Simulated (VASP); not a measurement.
# CsRh3 (Pm-3m) in VASP: notebook

Runs on CsRh3. Level: PBE. Tasks: single point, relaxation of cell and atoms.

All numbers are computed with VASP 6.6.1; they aren't measurements. Logs are shortened: lines on timing, memory, paths and dates and some standing lists are left out, and cuts for length are marked.

### 1 The cell of the first run

Symmetry: Pm-3m, No. 221, cubic system. Conventional cell: a = 4.171 Å, b = 4.171 Å, c = 4.171 Å, α = 90.00°, β = 90.00°, γ = 90.00°. Within 3.9 Å of Cs (site symmetry m-3m) lie 12 Rh at 2.95 Å. Rh (site symmetry 4/mmm) has 4 Cs at 2.95 Å and 8 Rh at 2.95 Å within 3.9 Å.

### 2 Single point, PBE

File INCAR:

```
ALGO = Fast ; EDIFF = 1E-6
ENCUT = 520 ; GGA = PE
ISIF = 2 ; ISMEAR = 0
LASPH = True ; LCHARG = False
LREAL = False ; LWAVE = False
NBANDS = 35 ; NELM = 60
PREC = Accurate ; SIGMA = 0.1
```

File KPOINTS:

```
k-points
0
Gamma
  12 12 12
```

File POSCAR:

```
CsRh3
1.0
    4.1706640379      0.0000000000      0.0000000000
    0.0000000000      4.1706640379      0.0000000000
    0.0000000000      0.0000000000      4.1706640379
Cs Rh
1 3
Direct
    0.0000000000      0.0000000000      0.0000000000
    0.0000000000      0.5000000000      0.5000000000
    0.5000000000      0.0000000000      0.5000000000
    0.5000000000      0.5000000000      0.0000000000
```

Potentials or basis: VASP PAW PBE potentials, release 64 (Cs_sv, Rh_pv).

Run with:

```bash
> cat potpaw_PBE.64/Cs_sv/POTCAR potpaw_PBE.64/Rh_pv/POTCAR > POTCAR
> mpirun -np 1 vasp_std > vasp.out
```

OUTCAR:

```text
EDIFF = 1E-6
   ENCUT = 520
   GGA = PE
   ISIF = 2
   ISMEAR = 0
   LASPH = True
   LREAL = False
   NELM = 60
   PREC = Accurate

 ion  position               nearest neighbor table
   1  0.000  0.000  0.000-   2 2.95   3 2.95   4 2.95   2 2.95   3 2.95   2 2.95   4 2.95   2 2.95
                             3 2.95   4 2.95   3 2.95   4 2.95
   2  0.000  0.500  0.500-   1 2.95   3 2.95   4 2.95   1 2.95   4 2.95   1 2.95   3 2.95   1 2.95
                             3 2.95   4 2.95   4 2.95   3 2.95
   3  0.500  0.000  0.500-   1 2.95   2 2.95   4 2.95   1 2.95   4 2.95   2 2.95   4 2.95   4 2.95
                             1 2.95   2 2.95   1 2.95   2 2.95
   4  0.500  0.500  0.000-   1 2.95   2 2.95   3 2.95   2 2.95   3 2.95   1 2.95   3 2.95   3 2.95
                             1 2.95   2 2.95   2 2.95   1 2.95

  LATTYP: Found a simple cubic cell.
 ALAT       =     4.1706640379

  Lattice vectors:

 A1 = (   4.1706640379,   0.0000000000,   0.0000000000)
 A2 = (   0.0000000000,   4.1706640379,   0.0000000000)
 A3 = (   0.0000000000,   0.0000000000,   4.1706640379)

Analysis of symmetry for initial positions (statically):
=====================================================================
 Subroutine PRICEL returns:
 Original cell was already a primitive cell.

 Routine SETGRP: Setting up the symmetry group for a
 simple cubic supercell.

 Subroutine GETGRP returns: Found 48 space group operations
 (whereof 48 operations were pure point group operations)
 out of a pool of 48 trial point group operations.

The static configuration has the point symmetry O_h .

Analysis of symmetry for dynamics (positions and initial velocities):
=====================================================================
 Subroutine PRICEL returns:
 Original cell was already a primitive cell.

 Routine SETGRP: Setting up the symmetry group for a
 simple cubic supercell.

 Subroutine GETGRP returns: Found 48 space group operations
 (whereof 48 operations were pure point group operations)
 out of a pool of 48 trial point group operations.

The dynamic configuration has the point symmetry O_h .

 Subroutine INISYM returns: Found 48 space group operations
 (whereof 48 operations are pure point group operations),
 and found     1 'primitive' translations

----------------------------------------------------------------------------------------

                                     Primitive cell

  volume of cell :      72.5464

  direct lattice vectors                    reciprocal lattice vectors
     4.170664038  0.000000000  0.000000000     0.239769972  0.000000000  0.000000000
     0.000000000  4.170664038  0.000000000     0.000000000  0.239769972  0.000000000
     0.000000000  0.000000000  4.170664038     0.000000000  0.000000000  0.239769972

  length of vectors
     4.170664038  4.170664038  4.170664038     0.239769972  0.239769972  0.239769972

  position of ions in fractional coordinates (direct lattice)
     0.000000000  0.000000000  0.000000000
     0.000000000  0.500000000  0.500000000
     0.500000000  0.000000000  0.500000000
     0.500000000  0.500000000  0.000000000

  ion indices of the primitive-cell ions
   primitive index   ion index
                 1           1
                 2           2
                 3           3
                 4           4

----------------------------------------------------------------------------------------

 KPOINTS: k-points

Automatic generation of k-mesh.
 Grid dimensions read from file:
 generate k-points for:   12   12   12

 Generating k-lattice:

  Cartesian coordinates                     Fractional coordinates (reciprocal lattice)
     0.019980831  0.000000000  0.000000000     0.083333333  0.000000000  0.000000000
     0.000000000  0.019980831  0.000000000     0.000000000  0.083333333  0.000000000
     0.000000000  0.000000000  0.019980831     0.000000000  0.000000000  0.083333333

  Length of vectors
     0.019980831  0.019980831  0.019980831

  Shift w.r.t. Gamma in fractional coordinates (k-lattice)
     0.000000000  0.000000000  0.000000000

 Subroutine IBZKPT returns following result:
 ===========================================

 Found     84 irreducible k-points:

 Following reciprocal coordinates:
            Coordinates               Weight
  0.000000  0.000000  0.000000      1.000000
  0.083333  0.000000  0.000000      6.000000
  0.166667  0.000000  0.000000      6.000000
  0.250000  0.000000  0.000000      6.000000
  0.333333  0.000000  0.000000      6.000000
  0.416667  0.000000  0.000000      6.000000
[... 16 lines left out ...]
  0.333333  0.333333  0.000000     12.000000
  0.416667  0.333333  0.000000     24.000000
 [... further k-points ...]
   k-points           NKPTS =     84   k-points in BZ     NKDIM =     84   number of bands    NBANDS=     35
   number of dos      NEDOS =    301   number of ions     NIONS =      4
   total plane-waves  NPLWV =  32768
   dimension x,y,z NGX =    32 NGY =   32 NGZ =   32
   dimension x,y,z NGXF=    64 NGYF=   64 NGZF=   64
   ions per type =               1   3
   NGX,Y,Z   is equivalent  to a cutoff of  12.76, 12.76, 12.76 a.u.
   NGXF,Y,Z  is equivalent  to a cutoff of  25.51, 25.51, 25.51 a.u.
 SYSTEM =  unknown system
   PREC   = accura    normal or accurate (medium, high low for compatibility)
   ISTART =      0    job   : 0-new  1-cont  2-samecut
   ICHARG =      2    charge: 1-file 2-atom 10-const
   ISPIN  =      1    spin polarized calculation?
   LNONCOLLINEAR =      F non collinear calculations
   LSORBIT =      F    spin-orbit coupling
   LASPH  =      T    aspherical Exc in radial PAW
   ENCUT  =  520.0 eV  38.22 Ry    6.18 a.u.   7.75  7.75  7.75*2*pi/ulx,y,z
   NELM   =     60;   NELMIN=  2; NELMDL= -5     # of ELM steps
   EDIFF  = 0.1E-05   stopping-criterion for ELM
   LREAL  =      F    real-space projection
   EDIFFG = 0.1E-04   stopping-criterion for IOM
   NSW    =      0    number of steps for IOM
   IBRION =     -1    ionic relax: 0-MD 1-quasi-New 2-CG
   NFREE  =      0    steps in history (QN), initial steepest desc. (CG)
   ISIF   =      2    stress and relaxation
   ISYM   =      2    0-nonsym 1-usesym 2-fastsym
   POTIM  = 0.5000    time-step for ionic-motion
   TEBEG  =    0.0;   TEEND  =   0.0 temperature during run
   PSTRESS=    0.0 pullay stress
   NELECT =      54.0000    total number of electrons
   NUPDOWN=      -1.0000    fix difference up-down
   EMIN   =  10.00;   EMAX   =-10.00  energy-range for DOS
   EFERMI =   0.00;   METHOD = LEGACY
   ISMEAR =     0;   SIGMA  =   0.10  broadening in eV -4-tet -1-fermi 0-gaus
   EFERMI_NEDOS =   21; number of points for ismear=-14 and -15
   IALGO  =     68    algorithm
   IMIX   =      4    mixing-type and parameters
     AMIX     =   0.40;   BMIX     =  1.00
     AMIX_MAG =   1.60;   BMIX_MAG =  1.00
  volume/ion in A,a.u.               =      18.14       122.39
  Fermi-wavevector in a.u.,A,eV,Ry     =   1.483659  2.803710 29.949759  2.201245
  Thomas-Fermi vector in A             =   2.597293
   LORBIT       =      0    0 simple, 1 ext, 2 COOP (PROOUT), +10 PAW based schemes
   GGA     = PE    functional components
   LHFCALC =     F    Hartree Fock is set to
   AEXX    =    0.0000 exact exchange contribution
   IVDW    =     0    specifies the selected vdW correction
   LEPSILON=     F    determine dielectric tensor
   LRPA    =     F    only Hartree local field effects (RPA)
 non-spin polarized calculation
 RMM-DIIS sequential band-by-band and
 Gauss-broadening in eV      SIGMA  =   0.10
  energy-cutoff  :      520.00
  volume of cell :       72.55
 maximum number of plane-waves:      1980
 NGX is ok and might be reduce to    32
   NGX = 15   NGY = 15   NGZ = 15

 number of electron      54.0000000 magnetization

 Free energy of the ion-electron system (eV)
  ---------------------------------------------------
  ext. energy  EPLUGINS =         0.00000000
  ---------------------------------------------------
  free energy    TOTEN  =       -17.29038956 eV

  energy without entropy =      -17.25601463  energy(sigma->0) =      -17.27320209

 E-fermi :   7.9776     XC(G=0): -12.4456

 val. band max:        7.9750688259   @ k =   0.4167   0.4167   0.0000
 cond. band min:       7.9797798540   @ k =   0.3333   0.1667   0.0000
 fundamental gap:      0.0047110281
 Fermi energy:         7.9775580626

 k-point     1 :       0.0000    0.0000    0.0000
  band No.  band energies     occupation
      1     -37.6653      2.00000
      2     -37.6653      2.00000
      3     -37.6653      2.00000
      4     -37.5256      2.00000
      5     -37.5256      2.00000
      6     -37.5256      2.00000
[... 27 lines left out ...]
     34      13.6645      0.00000
     35      18.2947      0.00000

 k-point     2 :       0.0833    0.0000    0.0000
  band No.  band energies     occupation
      1     -37.6635      2.00000
      2     -37.6635      2.00000
      3     -37.6622      2.00000
      4     -37.5261      2.00000
      5     -37.5261      2.00000
      6     -37.5257      2.00000
[... 27 lines left out ...]
     34      14.3803      0.00000
     35      17.5340      0.00000

 k-point     3 :       0.1667    0.0000    0.0000
  band No.  band energies     occupation
      1     -37.6583      2.00000
      2     -37.6583      2.00000
      3     -37.6533      2.00000
      4     -37.5277      2.00000
      5     -37.5277      2.00000
      6     -37.5261      2.00000
[... 27 lines left out ...]
     34      15.0418      0.00000
     35      17.0912      0.00000
[... 723 lines left out ...]
 k-point    23 :       0.3333    0.3333    0.0000
  band No.  band energies     occupation
      1     -37.6598      2.00000
      2     -37.6145      2.00000
      3     -37.5995      2.00000
      4     -37.5708      2.00000
      5     -37.5368      2.00000
      6     -37.5320      2.00000
[... 27 lines left out ...]
     34      14.2499      0.00000
     35      16.7069      0.00000

 k-point    24 :       0.4167    0.3333    0.0000
  band No.  band energies     occupation
      1     -37.6589      2.00000
      2     -37.6115      2.00000
      3     -37.6049      2.00000
      4     -37.5588      2.00000
      5     -37.5390      2.00000
      6     -37.5379      2.00000
[... 27 lines left out ...]
     34      14.2061      0.00000
     35      16.5306      0.00000

 [... further k-points ...]

------------------------ aborting loop because EDIFF is reached ----------------------------------------

  FORCE on cell =-STRESS in cart. coord.  units (eV):
  Direction    XX          YY          ZZ          XY          YZ          ZX
  --------------------------------------------------------------------------------------
  -------------------------------------------------------------------------------------
  Total        0.8180804      0.8180804      0.8180804     -0.0000000     -0.0000000      0.0000000
  in kB       18.0672030     18.0672030     18.0672030     -0.0000000     -0.0000000      0.0000000
  external PRESSURE =      18.0672030 kB  Pullay stress =       0.0000000 kB

 VOLUME and BASIS-vectors are now :
 -----------------------------------------------------------------------------
  energy-cutoff  :      520.00
  volume of cell :       72.55
      direct lattice vectors                 reciprocal lattice vectors
     4.170664038  0.000000000  0.000000000     0.239769972  0.000000000  0.000000000
     0.000000000  4.170664038  0.000000000     0.000000000  0.239769972  0.000000000
     0.000000000  0.000000000  4.170664038     0.000000000  0.000000000  0.239769972

 POSITION                                       TOTAL-FORCE (eV/Angst)
 -----------------------------------------------------------------------------------
      0.00000      0.00000      0.00000         0.000000      0.000000      0.000000
      0.00000      2.08533      2.08533         0.000000      0.000000      0.000000
      2.08533      0.00000      2.08533         0.000000      0.000000      0.000000
      2.08533      2.08533      0.00000         0.000000      0.000000      0.000000
 -----------------------------------------------------------------------------------
    total drift:                                0.000000     -0.000000     -0.000000

  FREE ENERGIE OF THE ION-ELECTRON SYSTEM (eV)
  ---------------------------------------------------
  free  energy   TOTEN  =       -17.2903895619 eV

  energy  without entropy=      -17.2560146263  energy(sigma->0) =      -17.27320209
```

Run time: 52 s. Hardware: 1 thread of Intel Xeon 6975P-C (Granite Rapids), shared host; peak memory 0.29 GiB.

What came out:

```yaml
Free_energy: -17.2904 eV
Pressure: 1.8 GPa
Band_gap_on_the_k_mesh: zero (bands 27 and 28 overlap by 1.06 eV)
```

Levels at points of the mesh, in eV from the Fermi level:
```
           k point  band 24  band 25  band 26  band 27  band 28  band 29  band 30  band 31
(0.00, 0.00, 0.00)    -0.10    -0.10     0.50     0.87     0.87     0.87     5.44     5.44
(0.50, 0.00, 0.00)    -0.77    -0.51    -0.31    -0.31     0.02     0.87     1.57     4.13
(0.50, 0.50, 0.00)    -1.18    -0.65    -0.51    -0.08    -0.02    -0.02     1.34     4.42
(0.50, 0.50, 0.50)    -0.89    -0.89     0.57     0.57     0.57     0.82     4.05     4.05
```

Caveat: spin-orbit coupling is left out, which moves the levels of the heavy elements.

### 3 Relaxation of cell and atoms, PBE

This run uses another cell than the first one, of 18.18 Å³/atom.

File INCAR:

```
SYSTEM = CsRh3
PREC = Accurate
ENCUT = 600
EDIFF = 1E-6
ISMEAR = 0
SIGMA = 0.1
LREAL = .FALSE.
LASPH = .TRUE.
NELM = 80
ALGO = Fast
ISIF = 3
LWAVE = .FALSE.
LCHARG = .FALSE.
GGA = PE
IBRION = 2
NSW = 100
EDIFFG = -0.01
```

File KPOINTS:

```
regular mesh
0
G
  12 12 12
  0 0 0
```

File POSCAR:

```
CsRh3
1.0
    4.1740419939      0.0000000000      0.0000000000
    0.0000000000      4.1740419939      0.0000000000
    0.0000000000      0.0000000000      4.1740419939
Cs Rh
1 3
Direct
    0.0000000000      0.0000000000      0.0000000000
    0.0000000000      0.5000000000      0.5000000000
    0.5000000000      0.0000000000      0.5000000000
    0.5000000000      0.5000000000      0.0000000000
```

Potentials or basis: VASP PAW PBE potentials, release 64 (Cs_sv, Rh_pv).

Run with:

```bash
> cat potpaw_PBE.64/Cs_sv/POTCAR potpaw_PBE.64/Rh_pv/POTCAR > POTCAR
> mpirun -np 1 vasp_std > vasp.out
```

It took 4.8 min on 1 thread of Intel Xeon 6975P-C (Granite Rapids), shared host; peak memory 0.35 GiB.

The run converged. Its results:

```
Free energy                           : -17.2962 eV
Relaxed volume                        : 18.45 Å³/atom
Relaxed cell                          : a = 4.195 Å, b = 4.195 Å, c = 4.195 Å, α = 90.00°, β = 90.00°, γ = 90.00°
Space group after relaxing (to 0.1 Å) : Pm-3m (No. 221)
Energy gained by relaxing             : 1.2 meV/atom
Ionic steps                           : 5
Pressure after relaxing               : 0.0 GPa
Band gap on the k mesh                : zero (bands 27 and 28 overlap by 1.04 eV)
```

The path:
```
step  energy change (eV)  largest force (eV/Å)  pressure (GPa)  volume (Å³)
   1              0.0000                0.0000            1.48        72.72
   2             -0.0026                0.0000           -0.90        74.51
   3             -0.0047                0.0000            0.10        73.77
   4             -0.0047                0.0000           -0.09        73.84
   5             -0.0047                0.0000            0.01        73.81
```

Final structure:
```
Cs Rh
1.0
     4.19470    0.00000    0.00000
     0.00000    4.19470    0.00000
     0.00000    0.00000    4.19470
Cs Rh
1 3
Direct
  0.00000 0.00000 0.00000
  0.00000 0.50000 0.50000
  0.50000 0.00000 0.50000
  0.50000 0.50000 0.00000
```

Levels at points of the mesh, in eV from the Fermi level:
```tsv
k point	band 23	band 24	band 25	band 26	band 27	band 28	band 29	band 30	band 31	band 32
(0.00, 0.00, 0.00)	-1.26	-0.10	-0.10	0.50	0.85	0.85	0.85	5.38	5.38	5.38
(0.50, 0.00, 0.00)	-1.37	-0.74	-0.50	-0.30	-0.30	0.03	0.85	1.49	4.11	4.11
(0.50, 0.50, 0.00)	-1.14	-1.14	-0.62	-0.49	-0.10	-0.03	-0.03	1.36	4.31	4.31
(0.50, 0.50, 0.50)	-1.23	-0.86	-0.86	0.56	0.56	0.56	0.84	3.98	3.98	3.98
```

Caveat: spin-orbit coupling is left out, which moves the levels of the heavy elements.
